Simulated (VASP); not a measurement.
# B2As3 (P-3m1) in VASP: notebook

B2As3 is run at these levels: PBE; tasks: relaxation of cell and atoms.

Everything below comes from runs of VASP 6.6.1. Logs are shortened: lines on timing, memory, paths and dates and some standing lists are left out, and cuts for length are marked.

## 1. The cell of the first run

The structure is trigonal, space group P-3m1 (No. 164). Conventional cell: a = 3.427 Å, b = 3.427 Å, c = 15.323 Å, α = 90.00°, β = 90.00°, γ = 120.00°. B (site symmetry 3m) has 4 As at 2.09 to 2.16 Å within 2.8 Å. B (site symmetry 3m) has 4 As at 2.09 to 2.11 Å within 2.8 Å. As (site symmetry 3m) has 1 B at 2.16 Å and 3 As at 2.50 Å within 2.9 Å. Within 2.8 Å of As (site symmetry 3m) lie 4 B at 2.09 to 2.11 Å. Within 2.8 Å of As (site symmetry 3m) lie 3 B at 2.09 Å.

## 2. Relaxation of cell and atoms, PBE

Contents of INCAR:

```
SYSTEM = B2As3
PREC     = Accurate       ! precision mode
ENCUT    = 600            ! plane-wave cutoff, eV
EDIFF    = 1E-6           ! SCF threshold, eV
ISMEAR   = 0              ! smearing method
SIGMA    = 0.1            ! smearing width, eV
LREAL    = .FALSE.        ! projectors in reciprocal space
LASPH    = .TRUE.         ! aspherical terms in the spheres
NELM     = 100            ! most SCF steps
ALGO     = Normal         ! electronic algorithm
ISIF     = 3              ! what is computed and relaxed
LWAVE    = .FALSE.        ! write WAVECAR
LCHARG   = .FALSE.        ! write CHGCAR
GGA      = PE             ! functional
IBRION   = 2              ! ionic algorithm
NSW      = 80             ! ionic steps
EDIFFG   = -0.001         ! ionic threshold
```

Contents of KPOINTS:

```
regular mesh
0
G
  12 12 2
  0 0 0
```

Contents of POSCAR:

```
B2As3
1.0
    3.4268128358      0.0000000000      0.0000000000
   -1.7134064179      2.9677069698      0.0000000000
    0.0000000000      0.0000000000     15.3229590281
B As
4 6
Direct
    0.6666666667      0.3333333333      0.8092461728
    0.0000000000      0.0000000000      0.6288279095
    0.3333333333      0.6666666667      0.1907538272
    0.0000000000      0.0000000000      0.3711720905
    0.6666666667      0.3333333333      0.9502807290
    0.0000000000      0.0000000000      0.7662303149
    0.3333333333      0.6666666667      0.5844650380
    0.3333333333      0.6666666667      0.0497192710
    0.0000000000      0.0000000000      0.2337696851
    0.6666666667      0.3333333333      0.4155349620
```

Potentials or basis: VASP PAW PBE potentials, release 64 (B, As).

The run is started by

```
cat potpaw_PBE.64/B/POTCAR potpaw_PBE.64/As/POTCAR > POTCAR
mpirun -np 1 vasp_std > vasp.out
```

OUTCAR:

```text
SYSTEM = B2As3
   PREC = Accurate
   ENCUT = 600
   EDIFF = 1E-6
   ISMEAR = 0
   LREAL = .FALSE.
   LASPH = .TRUE.
   NELM = 100
   ISIF = 3
   GGA = PE
   IBRION = 2
   NSW = 80
   EDIFFG = -0.001

 ion  position               nearest neighbor table
   1  0.667  0.333  0.809-   6 2.09   6 2.09   6 2.09   5 2.16
   2  0.000  0.000  0.629-   7 2.09   7 2.09   7 2.09   6 2.11
   3  0.333  0.667  0.191-   9 2.09   9 2.09   9 2.09   8 2.16
   4  0.000  0.000  0.371-  10 2.09  10 2.09  10 2.09   9 2.11
   5  0.667  0.333  0.950-   1 2.16   8 2.50   8 2.50   8 2.50
   6  0.000  0.000  0.766-   1 2.09   1 2.09   1 2.09   2 2.11
   7  0.333  0.667  0.584-   2 2.09   2 2.09   2 2.09
   8  0.333  0.667  0.050-   3 2.16   5 2.50   5 2.50   5 2.50
   9  0.000  0.000  0.234-   3 2.09   3 2.09   3 2.09   4 2.11
  10  0.667  0.333  0.416-   4 2.09   4 2.09   4 2.09

  LATTYP: Found a hexagonal cell.
 ALAT       =     3.4268128358
 C/A-ratio  =     4.4714899127

  Lattice vectors:

 A1 = (   3.4268128358,   0.0000000000,   0.0000000000)
 A2 = (  -1.7134064179,   2.9677069698,   0.0000000000)
 A3 = (   0.0000000000,   0.0000000000,  15.3229590281)

Analysis of symmetry for initial positions (statically):
=====================================================================
 Subroutine PRICEL returns:
 Original cell was already a primitive cell.

 Routine SETGRP: Setting up the symmetry group for a
 hexagonal supercell.

 Subroutine GETGRP returns: Found 12 space group operations
 (whereof 12 operations were pure point group operations)
 out of a pool of 24 trial point group operations.

The static configuration has the point symmetry D_3d.

Analysis of symmetry for dynamics (positions and initial velocities):
=====================================================================
 Subroutine PRICEL returns:
 Original cell was already a primitive cell.

 Routine SETGRP: Setting up the symmetry group for a
 hexagonal supercell.

 Subroutine GETGRP returns: Found 12 space group operations
 (whereof 12 operations were pure point group operations)
 out of a pool of 24 trial point group operations.

The dynamic configuration has the point symmetry D_3d.

 Subroutine INISYM returns: Found 12 space group operations
 (whereof 12 operations are pure point group operations),
 and found     1 'primitive' translations

----------------------------------------------------------------------------------------

                                     Primitive cell

  volume of cell :     155.8311

  direct lattice vectors                    reciprocal lattice vectors
     3.426812836  0.000000000  0.000000000     0.291816346  0.168480246  0.000000000
    -1.713406418  2.967706970  0.000000000     0.000000000  0.336960492  0.000000000
     0.000000000  0.000000000 15.322959028     0.000000000  0.000000000  0.065261546

  length of vectors
     3.426812836  3.426812836 15.322959028     0.336960492  0.336960492  0.065261546

  position of ions in fractional coordinates (direct lattice)
     0.666666667  0.333333333  0.809246173
     0.000000000  0.000000000  0.628827910
     0.333333333  0.666666667  0.190753827
     0.000000000  0.000000000  0.371172090
     0.666666667  0.333333333  0.950280729
     0.000000000  0.000000000  0.766230315
     0.333333333  0.666666667  0.584465038
     0.333333333  0.666666667  0.049719271
     0.000000000  0.000000000  0.233769685
     0.666666667  0.333333333  0.415534962

  ion indices of the primitive-cell ions
   primitive index   ion index
                 1           1
                 2           2
                 3           3
                 4           4
                 5           5
                 6           6
                 7           7
                 8           8
                 9           9
                10          10

----------------------------------------------------------------------------------------

 KPOINTS: regular mesh

Automatic generation of k-mesh.
 Grid dimensions read from file:
 generate k-points for:   12   12    2

 Generating k-lattice:

  Cartesian coordinates                     Fractional coordinates (reciprocal lattice)
     0.024318029  0.014040020  0.000000000     0.083333333 -0.000000000  0.000000000
     0.000000000  0.028080041  0.000000000     0.000000000  0.083333333  0.000000000
     0.000000000  0.000000000  0.032630773     0.000000000  0.000000000  0.500000000

  Length of vectors
     0.028080041  0.028080041  0.032630773

  Shift w.r.t. Gamma in fractional coordinates (k-lattice)
     0.000000000  0.000000000  0.000000000

 Subroutine IBZKPT returns following result:
 ===========================================

 Found     38 irreducible k-points:

 Following reciprocal coordinates:
            Coordinates               Weight
  0.000000  0.000000  0.000000      1.000000
  0.083333  0.000000  0.000000      6.000000
  0.166667  0.000000  0.000000      6.000000
  0.250000  0.000000  0.000000      6.000000
  0.333333  0.000000  0.000000      6.000000
  0.416667  0.000000  0.000000      6.000000
[... 16 lines left out ...]
  0.250000  0.000000  0.500000      6.000000
  0.333333  0.000000  0.500000      6.000000
 [... further k-points ...]
   k-points           NKPTS =     38   k-points in BZ     NKDIM =     38   number of bands    NBANDS=     27
   number of dos      NEDOS =    301   number of ions     NIONS =     10
   total plane-waves  NPLWV =  98784
   dimension x,y,z NGX =    28 NGY =   28 NGZ =  126
   dimension x,y,z NGXF=    56 NGYF=   56 NGZF=  252
   ions per type =               4   6
   NGX,Y,Z   is equivalent  to a cutoff of  13.58, 13.58, 13.67 a.u.
   NGXF,Y,Z  is equivalent  to a cutoff of  27.17, 27.17, 27.34 a.u.
 SYSTEM =  B2As3
   PREC   = accura    normal or accurate (medium, high low for compatibility)
   ISTART =      0    job   : 0-new  1-cont  2-samecut
   ICHARG =      2    charge: 1-file 2-atom 10-const
   ISPIN  =      1    spin polarized calculation?
   LNONCOLLINEAR =      F non collinear calculations
   LSORBIT =      F    spin-orbit coupling
   LASPH  =      T    aspherical Exc in radial PAW
   ENCUT  =  600.0 eV  44.10 Ry    6.64 a.u.   6.84  6.84 30.60*2*pi/ulx,y,z
   NELM   =    100;   NELMIN=  2; NELMDL= -5     # of ELM steps
   EDIFF  = 0.1E-05   stopping-criterion for ELM
   LREAL  =      F    real-space projection
   EDIFFG = -.1E-02   stopping-criterion for IOM
   NSW    =     80    number of steps for IOM
   IBRION =      2    ionic relax: 0-MD 1-quasi-New 2-CG
   NFREE  =      1    steps in history (QN), initial steepest desc. (CG)
   ISIF   =      3    stress and relaxation
   ISYM   =      2    0-nonsym 1-usesym 2-fastsym
   POTIM  = 0.5000    time-step for ionic-motion
   TEBEG  =    0.0;   TEEND  =   0.0 temperature during run
   PSTRESS=    0.0 pullay stress
   NELECT =      42.0000    total number of electrons
   NUPDOWN=      -1.0000    fix difference up-down
   EMIN   =  10.00;   EMAX   =-10.00  energy-range for DOS
   EFERMI =   0.00;   METHOD = LEGACY
   ISMEAR =     0;   SIGMA  =   0.10  broadening in eV -4-tet -1-fermi 0-gaus
   EFERMI_NEDOS =   21; number of points for ismear=-14 and -15
   IALGO  =     38    algorithm
   IMIX   =      4    mixing-type and parameters
     AMIX     =   0.40;   BMIX     =  1.00
     AMIX_MAG =   1.60;   BMIX_MAG =  1.00
  volume/ion in A,a.u.               =      15.58       105.16
  Fermi-wavevector in a.u.,A,eV,Ry     =   1.057483  1.998352 15.214981  1.118270
  Thomas-Fermi vector in A             =   2.192757
   LORBIT       =      0    0 simple, 1 ext, 2 COOP (PROOUT), +10 PAW based schemes
   GGA     = PE    functional components
   LHFCALC =     F    Hartree Fock is set to
   AEXX    =    0.0000 exact exchange contribution
   IVDW    =     0    specifies the selected vdW correction
   LEPSILON=     F    determine dielectric tensor
   LRPA    =     F    only Hartree local field effects (RPA)
 conjugate gradient relaxation of ions
 non-spin polarized calculation
 Gauss-broadening in eV      SIGMA  =   0.10
  energy-cutoff  :      600.00
  volume of cell :      155.83
 maximum number of plane-waves:      5254
 NGX is ok and might be reduce to    28
   NGX = 13   NGY = 13   NGZ = 61

--------------------------------------- Ionic step        1  -------------------------------------------

 number of electron      42.0000000 magnetization

 Free energy of the ion-electron system (eV)
  ---------------------------------------------------
  ext. energy  EPLUGINS =         0.00000000
  ---------------------------------------------------
  free energy    TOTEN  =       -52.18751311 eV

  energy without entropy =      -52.16840554  energy(sigma->0) =      -52.17795932

------------------------ aborting loop because EDIFF is reached ----------------------------------------

  FORCE on cell =-STRESS in cart. coord.  units (eV):
  Direction    XX          YY          ZZ          XY          YZ          ZX
  --------------------------------------------------------------------------------------
  -------------------------------------------------------------------------------------
  Total        0.4294944      0.4294944      0.3628657      0.0000000      0.0000000     -0.0000000
  in kB        4.4158473      4.4158473      3.7308040      0.0000000      0.0000000     -0.0000000
  external PRESSURE =       4.1874995 kB  Pullay stress =       0.0000000 kB
[... 113 lines left out ...]
  FREE ENERGIE OF THE ION-ELECTRON SYSTEM (eV)
  ---------------------------------------------------
  free  energy   TOTEN  =       -52.1883344499 eV

  energy  without entropy=      -52.1689237406  energy(sigma->0) =      -52.17862910

[... ionic steps 4 to 26 ...]

--------------------------------------- Ionic step       27  -------------------------------------------

 number of electron      42.0000000 magnetization

------------------------ aborting loop because EDIFF is reached ----------------------------------------
[... 83 lines left out ...]
--------------------------------------- Ionic step       29  -------------------------------------------

 number of electron      42.0000000 magnetization

 Free energy of the ion-electron system (eV)
  ---------------------------------------------------
  ext. energy  EPLUGINS =         0.00000000
  ---------------------------------------------------
  free energy    TOTEN  =       -52.18835565 eV

  energy without entropy =      -52.16896554  energy(sigma->0) =      -52.17866060

 E-fermi :   5.5904     XC(G=0): -10.3438

 val. band max:        5.5692630729   @ k =   0.3333   0.0000   0.5000
 cond. band min:       5.5984919459   @ k =   0.2500   0.0833   0.5000
 fundamental gap:      0.0292288731
 Fermi energy:         5.5903948790

 k-point     1 :       0.0000    0.0000    0.0000
  band No.  band energies     occupation
      1      -9.9142      2.00000
      2      -9.0461      2.00000
      3      -8.8465      2.00000
      4      -7.5962      2.00000
      5      -7.0282      2.00000
      6      -4.5931      2.00000
[... 709 lines left out ...]
     26       8.4482      0.00000
     27       8.5461      0.00000

 [... further k-points ...]

------------------------ aborting loop because EDIFF is reached ----------------------------------------

  FORCE on cell =-STRESS in cart. coord.  units (eV):
  Direction    XX          YY          ZZ          XY          YZ          ZX
  --------------------------------------------------------------------------------------
  -------------------------------------------------------------------------------------
  Total        0.0038260      0.0038260     -0.0040019      0.0000000      0.0000000     -0.0000000
  in kB        0.0391997      0.0391997     -0.0410023      0.0000000      0.0000000     -0.0000000
  external PRESSURE =       0.0124657 kB  Pullay stress =       0.0000000 kB
[... 25 lines left out ...]
  FREE ENERGIE OF THE ION-ELECTRON SYSTEM (eV)
  ---------------------------------------------------
  free  energy   TOTEN  =       -52.1883556495 eV

  energy  without entropy=      -52.1689655417  energy(sigma->0) =      -52.17866060

 reached required accuracy - stopping structural energy minimisation
```

Run time: 15 min. Hardware: 1 thread of Intel Xeon 6975P-C (Granite Rapids), shared host; peak memory 0.41 GiB.

What came out:

```yaml
Free_energy: -52.1884 eV
Relaxed_volume: 15.64 Å³/atom
Relaxed_cell: a = 3.431 Å, b = 3.431 Å, c = 15.337 Å, α = 90.00°, β = 90.00°, γ = 120.00°
Space_group_after_relaxing_to_0.05_Å: P-3m1 (No. 164)
Energy_gained_by_relaxing: 0.1 meV/atom
Ionic_steps: 29
Pressure_after_relaxing: 0.0 GPa
Band_gap_on_the_k_mesh: zero (band 21 reaches 6.89 eV, above the bottom of band 22 at 5.06 eV)
```

The path:
```csv
step,energy change (eV),largest force (eV/Å),pressure (GPa),volume (Å³)
1,0.0000,0.0391,0.42,155.83
2,-0.0005,0.0361,-0.25,156.75
3,-0.0008,0.0077,0.00,156.39
4,-0.0008,0.0078,0.01,156.40
5,-0.0007,0.0215,-0.12,156.58
6,-0.0008,0.0088,-0.01,156.41
7,-0.0008,0.0039,-0.01,156.42
8,-0.0008,0.0034,-0.01,156.42
9,-0.0008,0.0027,-0.01,156.40
10,-0.0008,0.0044,0.04,156.32
11,-0.0008,0.0030,0.02,156.36
12,-0.0008,0.0030,0.02,156.37
13,-0.0008,0.0028,0.01,156.38
14,-0.0008,0.0020,0.00,156.39
15,-0.0008,0.0035,0.00,156.39
16,-0.0008,0.0024,-0.01,156.39
17,-0.0008,0.0024,-0.01,156.39
18,-0.0008,0.0018,-0.01,156.38
19,-0.0008,0.0067,0.02,156.34
20,-0.0008,0.0040,0.02,156.35
21,-0.0008,0.0029,0.02,156.37
22,-0.0008,0.0022,0.01,156.37
23,-0.0008,0.0016,0.01,156.37
24,-0.0008,0.0018,0.00,156.37
25,-0.0008,0.0018,0.00,156.37
26,-0.0008,0.0015,0.00,156.37
27,-0.0008,0.0022,0.00,156.37
28,-0.0008,0.0020,0.00,156.37
29,-0.0008,0.0002,0.00,156.38
```

Final structure:
```cif
data_structure
_symmetry_space_group_name_H-M 'P 1'
_symmetry_Int_Tables_number 1
_cell_length_a 3.4312
_cell_length_b 3.4312
_cell_length_c 15.3372
_cell_angle_alpha 90.000
_cell_angle_beta 90.000
_cell_angle_gamma 120.000
_cell_volume 156.38
loop_
_atom_site_label
_atom_site_type_symbol
_atom_site_fract_x
_atom_site_fract_y
_atom_site_fract_z
_atom_site_occupancy
B1 B 0.66667 0.33333 0.80924 1
B2 B 0.00000 0.00000 0.62872 1
B3 B 0.33333 0.66667 0.19076 1
B4 B 0.00000 0.00000 0.37128 1
As1 As 0.66667 0.33333 0.95022 1
As2 As 0.00000 0.00000 0.76615 1
As3 As 0.33333 0.66667 0.58426 1
As4 As 0.33333 0.66667 0.04978 1
As5 As 0.00000 0.00000 0.23385 1
As6 As 0.66667 0.33333 0.41574 1
```

## 3. Relaxation of cell and atoms, PBE

This run uses another cell than the first one, of 15.66 Å³/atom, 1.005 times its volume.

Contents of INCAR:

```
ALGO = Normal
EDIFF = 1E-7
EDIFFG = -0.01
ENCUT = 600
GGA = PE
IBRION = 2
ISIF = 3
ISMEAR = 0
LASPH = True
LCHARG = False
LREAL = False
LWAVE = False
NELM = 60
NSW = 100
PREC = Accurate
SIGMA = 0.1
```

Contents of KPOINTS:

```
k-points
0
Gamma
  12 12 2
```

Contents of POSCAR:

```
B2As3
1.0
    3.4448999272      0.0000000000      0.0000000000
   -1.7224499636      2.9833708504      0.0000000000
    0.0000000000      0.0000000000     15.2383311416
B As
4 6
Direct
    0.6666666667      0.3333333333      0.8107604143
    0.0000000000      0.0000000000      0.6295275309
    0.3333333333      0.6666666667      0.1892395857
    0.0000000000      0.0000000000      0.3704724691
    0.6666666667      0.3333333333      0.9513828334
    0.0000000000      0.0000000000      0.7669662782
    0.3333333333      0.6666666667      0.5850762149
    0.3333333333      0.6666666667      0.0486171666
    0.0000000000      0.0000000000      0.2330337218
    0.6666666667      0.3333333333      0.4149237851
```

Potentials or basis: VASP PAW PBE potentials, release 64 (B, As).

The run is started by

```
cat potpaw_PBE.64/B/POTCAR potpaw_PBE.64/As/POTCAR > POTCAR
mpirun -np 1 vasp_std > vasp.out
```

It took 12 min on 1 thread of Intel Xeon 6975P-C (Granite Rapids), shared host; peak memory 0.41 GiB.

The run converged. Its results:

- Free energy: -52.1885 eV
- Relaxed volume: 15.64 Å³/atom
- Relaxed cell: a = 3.431 Å, b = 3.431 Å, c = 15.341 Å, α = 90.00°, β = 90.00°, γ = 120.00°
- Space group after relaxing (to 0.05 Å): P-3m1 (No. 164)
- Energy gained by relaxing: 1.5 meV/atom
- Ionic steps: 12
- Pressure after relaxing: 0.0 GPa
- Largest force after relaxing: 0.010 eV/Å
- Band gap on the k mesh: zero (band 21 reaches 6.89 eV, above the bottom of band 22 at 5.06 eV)

Forces on the atoms (eV/Å):
```
B    0.000  0.000 -0.010
B    0.000  0.000  0.004
B    0.000  0.000  0.010
B    0.000  0.000 -0.004
As   0.000  0.000 -0.003
As   0.000  0.000  0.000
As   0.000  0.000 -0.003
As   0.000  0.000  0.003
As   0.000  0.000  0.000
As   0.000  0.000  0.003
```

Step by step:
```tsv
step	energy change (eV)	largest force (eV/Å)	pressure (GPa)	volume (Å³)
1	0.0000	0.3082	0.05	156.61
2	-0.0123	0.0926	-0.15	156.72
3	-0.0124	0.0835	-0.14	156.71
4	-0.0134	0.0501	0.08	156.41
5	-0.0135	0.0438	0.16	156.31
6	-0.0140	0.0311	0.00	156.53
7	-0.0141	0.0419	-0.07	156.64
8	-0.0143	0.0254	-0.03	156.59
9	-0.0143	0.0270	-0.01	156.56
10	-0.0145	0.0237	0.00	156.52
11	-0.0147	0.0223	0.03	156.40
12	-0.0148	0.0100	-0.02	156.43
```

Final structure:
```yaml
crystal:
  lattice:
    - [3.43135, 0.00000, 0.00000]
    - [-1.71567, 2.97163, 0.00000]
    - [0.00000, 0.00000, 15.34086]
  atoms:
    - { symbol: B, position: [0.66667, 0.33333, 0.80938] }
    - { symbol: B, position: [0.00000, 0.00000, 0.62879] }
    - { symbol: B, position: [0.33333, 0.66667, 0.19062] }
    - { symbol: B, position: [0.00000, 0.00000, 0.37121] }
    - { symbol: As, position: [0.66667, 0.33333, 0.95025] }
    - { symbol: As, position: [0.00000, 0.00000, 0.76623] }
    - { symbol: As, position: [0.33333, 0.66667, 0.58436] }
    - { symbol: As, position: [0.33333, 0.66667, 0.04975] }
    - { symbol: As, position: [0.00000, 0.00000, 0.23377] }
    - { symbol: As, position: [0.66667, 0.33333, 0.41564] }
```

Levels at points of the mesh, in eV from the Fermi level:
```
           k point  band 19  band 20  band 21  band 22  band 23  band 24
(0.00, 0.00, 0.00)    -0.13    -0.10    -0.10     2.22     2.34     2.55
(0.50, 0.00, 0.00)    -2.14    -1.95    -1.02    -0.50     0.58     1.61
(0.00, 0.00, 0.50)    -0.09    -0.09     1.26     2.06     2.34     2.52
(0.50, 0.00, 0.50)    -2.12    -1.93    -0.75    -0.17     0.03     1.69
```
